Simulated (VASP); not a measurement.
# Mg3Ti (I4/mmm) in VASP: further runs

The runs below take Mg3Ti through single point, with BLYP, PBE.

Everything below comes from runs of VASP 6.6.1. Logs are shortened: lines on timing, memory, paths and dates and some standing lists are left out, and cuts for length are marked.

## 1. The cell of the first run

The structure is tetragonal, space group I4/mmm (No. 139). The conventional cell has a = 4.402 Å, b = 4.402 Å, c = 8.755 Å, α = 90.00°, β = 90.00°, γ = 90.00°. Within 4.1 Å of Mg (site symmetry 4/mmm) lie 8 Mg at 3.10 Å and 4 Ti at 3.11 Å. Within 4.1 Å of Mg (site symmetry -4m2) lie 8 Mg at 3.10 to 3.11 Å and 4 Ti at 3.10 Å. Within 4.1 Å of Ti (site symmetry 4/mmm) lie 12 Mg at 3.10 to 3.11 Å.

## 2. Single point, BLYP, collinear spin, ferromagnetic start

Input file INCAR:

```
  PREC = Accurate
  ENCUT = 520
  EDIFF = 1E-7
  ISMEAR = 0
  SIGMA = 0.1
  LREAL = F
  LASPH = T
  NELM = 150
  ALGO = Normal
  ISIF = 2
  LWAVE = F
  LCHARG = F
  ISPIN = 2
  MAGMOM = 0 0 0 1.56
  LORBIT = 11
  LMAXMIX = 4
  GGA = B5
  ALDAX = 1.0
  AGGAX = 1.0
  AGGAC = 1.0
  ALDAC = 0.0
  NBANDS = 21
```

Input file KPOINTS:

```
Automatic mesh
0
Gamma
  2 2 2
```

Input file POSCAR:

```
Mg3Ti
1.0
   -2.2009700000      2.2009700000      4.3775730000
    2.2009700000     -2.2009700000      4.3775730000
    2.2009700000      2.2009700000     -4.3775730000
Mg Ti
3 1
Direct
    0.5000000000      0.5000000000      0.0000000000
    0.2500000000      0.7500000000      0.5000000000
    0.7500000000      0.2500000000      0.5000000000
    0.0000000000      0.0000000000      0.0000000000
```

Potentials or basis: VASP PAW PBE potentials, release 64 (Mg, Ti_sv).

Launch:

```bash
$ cat potpaw_PBE.64/Mg/POTCAR potpaw_PBE.64/Ti_sv/POTCAR > POTCAR
$ mpirun -np 1 vasp_std > vasp.out
```

OUTCAR:

```text
PREC = Accurate
   ENCUT = 520
   EDIFF = 1E-7
   ISMEAR = 0
   LREAL = F
   LASPH = T
   NELM = 150
   ISIF = 2
   ISPIN = 2
   LORBIT = 11
   GGA = B5

 ion  position               nearest neighbor table
   1  0.500  0.500  0.000-   2 3.10   3 3.10   2 3.10   3 3.10   2 3.10   3 3.10   2 3.10   3 3.10
                             4 3.11   4 3.11   4 3.11   4 3.11
   2  0.250  0.750  0.500-   4 3.10   1 3.10   1 3.10   4 3.10   1 3.10   4 3.10   4 3.10   1 3.10
                             3 3.11   3 3.11   3 3.11   3 3.11
   3  0.750  0.250  0.500-   1 3.10   4 3.10   1 3.10   4 3.10   1 3.10   4 3.10   1 3.10   4 3.10
                             2 3.11   2 3.11   2 3.11   2 3.11
   4  0.000  0.000  0.000-   3 3.10   2 3.10   2 3.10   3 3.10   2 3.10   3 3.10   3 3.10   2 3.10
                             1 3.11   1 3.11   1 3.11   1 3.11

  LATTYP: Found a body centered tetragonal cell.
 ALAT       =     4.4019400000
 C/A-ratio  =     1.9889289722

  Lattice vectors:

 A1 = (  -2.2009700000,   2.2009700000,   4.3775730000)
 A2 = (   2.2009700000,  -2.2009700000,   4.3775730000)
 A3 = (   2.2009700000,   2.2009700000,  -4.3775730000)

Analysis of symmetry for initial positions (statically):
=====================================================================
 Subroutine PRICEL returns:
 Original cell was already a primitive cell.

 Routine SETGRP: Setting up the symmetry group for a
 body centered tetragonal supercell.

 Subroutine GETGRP returns: Found 16 space group operations
 (whereof 16 operations were pure point group operations)
 out of a pool of 16 trial point group operations.

The static configuration has the point symmetry D_4h.

Analysis of symmetry for dynamics (positions and initial velocities):
=====================================================================
 Subroutine PRICEL returns:
 Original cell was already a primitive cell.

 Routine SETGRP: Setting up the symmetry group for a
 body centered tetragonal supercell.

 Subroutine GETGRP returns: Found 16 space group operations
 (whereof 16 operations were pure point group operations)
 out of a pool of 16 trial point group operations.

The dynamic configuration has the point symmetry D_4h.

Analysis of structural, dynamic, and magnetic symmetry:
=====================================================================
 Subroutine PRICEL returns:
 Original cell was already a primitive cell.

 Routine SETGRP: Setting up the symmetry group for a
 body centered tetragonal supercell.

 Subroutine GETGRP returns: Found 16 space group operations
 (whereof 16 operations were pure point group operations)
 out of a pool of 16 trial point group operations.

The overall configuration has the point symmetry D_4h.

 Subroutine INISYM returns: Found 16 space group operations
 (whereof 16 operations are pure point group operations),
 and found     1 'primitive' translations

----------------------------------------------------------------------------------------

                                     Primitive cell

  volume of cell :      84.8246

  direct lattice vectors                    reciprocal lattice vectors
    -2.200970000  2.200970000  4.377573000     0.000000000  0.227172565  0.114218541
     2.200970000 -2.200970000  4.377573000     0.227172565  0.000000000  0.114218541
     2.200970000  2.200970000 -4.377573000     0.227172565  0.227172565  0.000000000

  length of vectors
     5.371376290  5.371376290  5.371376290     0.254270032  0.254270032  0.321270522

  position of ions in fractional coordinates (direct lattice)
     0.500000000  0.500000000  0.000000000
     0.250000000  0.750000000  0.500000000
     0.750000000  0.250000000  0.500000000
     0.000000000  0.000000000  0.000000000

  ion indices of the primitive-cell ions
   primitive index   ion index
                 1           1
                 2           2
                 3           3
                 4           4

----------------------------------------------------------------------------------------

 KPOINTS: Automatic mesh

Automatic generation of k-mesh.
 Grid dimensions read from file:
 generate k-points for:    2    2    2

 Generating k-lattice:

  Cartesian coordinates                     Fractional coordinates (reciprocal lattice)
     0.000000000  0.113586282  0.057109270     0.500000000  0.000000000  0.000000000
     0.113586282  0.000000000  0.057109270     0.000000000  0.500000000  0.000000000
     0.113586282  0.113586282  0.000000000     0.000000000  0.000000000  0.500000000

  Length of vectors
     0.127135016  0.127135016  0.160635261

  Shift w.r.t. Gamma in fractional coordinates (k-lattice)
     0.000000000  0.000000000  0.000000000

 Subroutine IBZKPT returns following result:
 ===========================================

 Found      4 irreducible k-points:

 Following reciprocal coordinates:
            Coordinates               Weight
  0.000000  0.000000  0.000000      1.000000
  0.500000  0.000000  0.000000      4.000000
  0.500000  0.500000  0.000000      2.000000
  0.500000  0.500000  0.500000      1.000000
   k-points           NKPTS =      4   k-points in BZ     NKDIM =      4   number of bands    NBANDS=     21
   number of dos      NEDOS =    301   number of ions     NIONS =      4
   total plane-waves  NPLWV =  64000
   dimension x,y,z NGX =    40 NGY =   40 NGZ =   40
   dimension x,y,z NGXF=    80 NGYF=   80 NGZF=   80
   ions per type =               3   1
   NGX,Y,Z   is equivalent  to a cutoff of  12.38, 12.38, 12.38 a.u.
   NGXF,Y,Z  is equivalent  to a cutoff of  24.76, 24.76, 24.76 a.u.
 SYSTEM =  unknown system
   PREC   = accura    normal or accurate (medium, high low for compatibility)
   ISTART =      0    job   : 0-new  1-cont  2-samecut
   ICHARG =      2    charge: 1-file 2-atom 10-const
   ISPIN  =      2    spin polarized calculation?
   LNONCOLLINEAR =      F non collinear calculations
   LSORBIT =      F    spin-orbit coupling
   LASPH  =      T    aspherical Exc in radial PAW
   ENCUT  =  520.0 eV  38.22 Ry    6.18 a.u.   9.99  9.99  9.99*2*pi/ulx,y,z
   NELM   =    150;   NELMIN=  2; NELMDL= -5     # of ELM steps
   EDIFF  = 0.1E-06   stopping-criterion for ELM
   LREAL  =      F    real-space projection
   EDIFFG = 0.1E-05   stopping-criterion for IOM
   NSW    =      0    number of steps for IOM
   IBRION =     -1    ionic relax: 0-MD 1-quasi-New 2-CG
   NFREE  =      0    steps in history (QN), initial steepest desc. (CG)
   ISIF   =      2    stress and relaxation
   ISYM   =      2    0-nonsym 1-usesym 2-fastsym
   POTIM  = 0.5000    time-step for ionic-motion
   TEBEG  =    0.0;   TEEND  =   0.0 temperature during run
   PSTRESS=    0.0 pullay stress
   NELECT =      18.0000    total number of electrons
   NUPDOWN=      -1.0000    fix difference up-down
   EMIN   =  10.00;   EMAX   =-10.00  energy-range for DOS
   EFERMI =   0.00;   METHOD = LEGACY
   ISMEAR =     0;   SIGMA  =   0.10  broadening in eV -4-tet -1-fermi 0-gaus
   EFERMI_NEDOS =   21; number of points for ismear=-14 and -15
   IALGO  =     38    algorithm
   IMIX   =      4    mixing-type and parameters
     AMIX     =   0.40;   BMIX     =  1.00
     AMIX_MAG =   1.60;   BMIX_MAG =  1.00
  volume/ion in A,a.u.               =      21.21       143.11
  Fermi-wavevector in a.u.,A,eV,Ry     =   0.976469  1.845259 12.973042  0.953492
  Thomas-Fermi vector in A             =   2.107090
   LORBIT       =     11    0 simple, 1 ext, 2 COOP (PROOUT), +10 PAW based schemes
   GGA     = B5    functional components
   LHFCALC =     F    Hartree Fock is set to
   AEXX    =    0.0000 exact exchange contribution
   IVDW    =     0    specifies the selected vdW correction
   LEPSILON=     F    determine dielectric tensor
   LRPA    =     F    only Hartree local field effects (RPA)
 spin polarized calculation
 Gauss-broadening in eV      SIGMA  =   0.10
  energy-cutoff  :      520.00
  volume of cell :       84.82
 maximum number of plane-waves:      2328
 NGX is ok and might be reduce to    40
   NGX = 19   NGY = 19   NGZ = 19

 number of electron      18.0000002 magnetization       1.6324078

 Free energy of the ion-electron system (eV)
  ---------------------------------------------------
  ext. energy  EPLUGINS =         0.00000000
  ---------------------------------------------------
  free energy    TOTEN  =        -8.02050804 eV

  energy without entropy =       -7.99411988  energy(sigma->0) =       -8.00731396

 E-fermi :   3.9792     XC(G=0):  -8.7388

 val. band max:        3.9281597834   @ k =   0.5000   0.0000   0.0000
 cond. band min:       4.0642862211   @ k =   0.5000   0.0000   0.0000
 fundamental gap:      0.1361264377
 Fermi energy:         3.9791985453

 spin component 1

 k-point     1 :       0.0000    0.0000    0.0000
  band No.  band energies     occupation
      1     -53.3032      1.00000
      2     -29.7214      1.00000
      3     -29.7214      1.00000
      4     -29.7020      1.00000
      5      -2.6077      1.00000
      6       3.2369      1.00000
[... 69 lines left out ...]
      4     -29.7027      1.00000
      5      -0.7237      1.00000
      6      -0.5445      1.00000
[... 13 lines left out ...]
     20      12.0650      0.00000
     21      12.4376      0.00000
 Fermi energy:         3.9791985453

 spin component 2

 k-point     1 :       0.0000    0.0000    0.0000
  band No.  band energies     occupation
      1     -52.2604      1.00000
      2     -28.7411      1.00000
      3     -28.7411      1.00000
      4     -28.5786      1.00000
      5      -2.4427      1.00000
      6       3.6958      0.99997
[... 70 lines left out ...]
      5      -0.5952      1.00000
      6      -0.3631      1.00000
[... 13 lines left out ...]
     20      12.1500      0.00000
     21      12.5882      0.00000

------------------------ aborting loop because EDIFF is reached ----------------------------------------

  FORCE on cell =-STRESS in cart. coord.  units (eV):
  Direction    XX          YY          ZZ          XY          YZ          ZX
  --------------------------------------------------------------------------------------
  -------------------------------------------------------------------------------------
  Total       -1.5955631     -1.5955631      5.7340358      0.0000000      0.0000000      0.0000000
  in kB      -30.1372018    -30.1372018    108.3052102      0.0000000      0.0000000      0.0000000
  external PRESSURE =      16.0102689 kB  Pullay stress =       0.0000000 kB

 VOLUME and BASIS-vectors are now :
 -----------------------------------------------------------------------------
  energy-cutoff  :      520.00
  volume of cell :       84.82
      direct lattice vectors                 reciprocal lattice vectors
    -2.200970000  2.200970000  4.377573000     0.000000000  0.227172565  0.114218541
     2.200970000 -2.200970000  4.377573000     0.227172565  0.000000000  0.114218541
     2.200970000  2.200970000 -4.377573000     0.227172565  0.227172565  0.000000000

 POSITION                                       TOTAL-FORCE (eV/Angst)
 -----------------------------------------------------------------------------------
      0.00000      0.00000      4.37757        -0.000000      0.000000      0.000000
      2.20097      0.00000      2.18879        -0.000000      0.000000     -0.000000
      0.00000      2.20097      2.18879         0.000000     -0.000000     -0.000000
      0.00000      0.00000      0.00000        -0.000000      0.000000      0.000000
 -----------------------------------------------------------------------------------
    total drift:                               -0.000000     -0.000000     -0.000000

  FREE ENERGIE OF THE ION-ELECTRON SYSTEM (eV)
  ---------------------------------------------------
  free  energy   TOTEN  =        -8.0205080383 eV

  energy  without entropy=       -7.9941198839  energy(sigma->0) =       -8.00731396

 total charge

# of ion       s       p       d       tot
------------------------------------------
    1        0.241   0.130   0.019   0.389
    2        0.232   0.142   0.016   0.390
    3        0.232   0.142   0.016   0.390
    4        2.192   6.065   1.873  10.130
--------------------------------------------------
tot          2.897   6.479   1.924  11.299

 magnetization (x)

# of ion       s       p       d       tot
------------------------------------------
    1       -0.004   0.008   0.001   0.005
    2       -0.006   0.013   0.002   0.009
    3       -0.006   0.013   0.002   0.009
    4        0.015   0.014   1.072   1.101
--------------------------------------------------
tot         -0.002   0.048   1.078   1.124
```

It took 43 s on 1 thread of Intel Xeon 6975P-C (Granite Rapids), shared host; peak memory 0.27 GiB.

Results:

- Free energy: -8.0205 eV
- Pressure: 1.6 GPa
- Net moment: 1.63 μB per cell
- Site moments: Mg +0.01; Ti +1.10 μB
- Valence electrons inside the program's atomic spheres: Mg 0.39; Ti 10.13

Caveat: the k points lie up to 1.01 Å⁻¹ apart; the PAW data sets were made with another functional, which shifts forces and pressure a little.

## 3. Single point, PBE, collinear spin, ferromagnetic start

Input file INCAR:

```
PREC = Accurate
ENCUT = 520
EDIFF = 1E-6
ISMEAR = -4
SIGMA = 0.1
LREAL = False
LASPH = True
NELM = 150
ALGO = Normal
ISIF = 2
LWAVE = False
LCHARG = False
ISPIN = 2
MAGMOM = 0 0 0 1.56
LORBIT = 11
LMAXMIX = 4
GGA = PE
NBANDS = 21
ISYM = 0
```

Input file KPOINTS:

```
regular mesh
0
Gamma
  2 5 1
```

POSCAR is that of step 2.

Potentials or basis: VASP PAW PBE potentials, release 64 (Mg, Ti_sv).

Launch:

```bash
$ cat potpaw_PBE.64/Mg/POTCAR potpaw_PBE.64/Ti_sv/POTCAR > POTCAR
$ mpirun -np 1 vasp_std > vasp.out
```

It took 20 s on 1 thread of Intel Xeon 6975P-C (Granite Rapids), shared host; peak memory 0.28 GiB.

It converged, with:

- Free energy: -10.5343 eV
- Pressure: 0.1 GPa
- Largest force: 0.083 eV/Å
- Net moment: 1.50 μB per cell
- Site moments: Mg +0.01; Ti +0.90 μB
- Valence electrons inside the program's atomic spheres: Mg 0.37, 0.38; Ti 10.12

Forces on the atoms (eV/Å):
```
Mg   0.000  0.000  0.000
Mg   0.021 -0.069  0.043
Mg  -0.021  0.069 -0.043
Ti   0.000  0.000  0.000
```

Stress tensor (GPa, compression positive):
```
 0.57  1.25 -4.98
 1.25 -4.63 -3.94
-4.98 -3.94  4.46
```

Levels at points of the mesh, in eV from the Fermi level:
Spin up:
```tsv
k point	band 5	band 6	band 7	band 8	band 9	band 10	band 11	band 12	band 13	band 14
(0.00, 0.00, 0.00)	-6.76	-0.67	-0.64	-0.50	-0.35	0.40	0.42	2.31	2.44	2.60
(0.50, 0.00, 0.00)	-4.36	-4.35	-1.56	-0.47	-0.37	0.01	0.30	1.07	2.41	2.70
```
Spin down:
| k point | band 5 | band 6 | band 7 | band 8 | band 9 | band 10 | band 11 | band 12 |
| --- | --- | --- | --- | --- | --- | --- | --- | --- |
| (0.00, 0.00, 0.00) | -6.53 | -0.23 | -0.21 | 0.12 | 0.36 | 0.62 | 1.31 | 2.65 |
| (0.50, 0.00, 0.00) | -4.20 | -4.05 | -1.21 | -0.16 | 0.32 | 0.86 | 1.10 | 1.56 |

Caveat: the k points lie up to 2.02 Å⁻¹ apart.

[end of part 1 of 2]
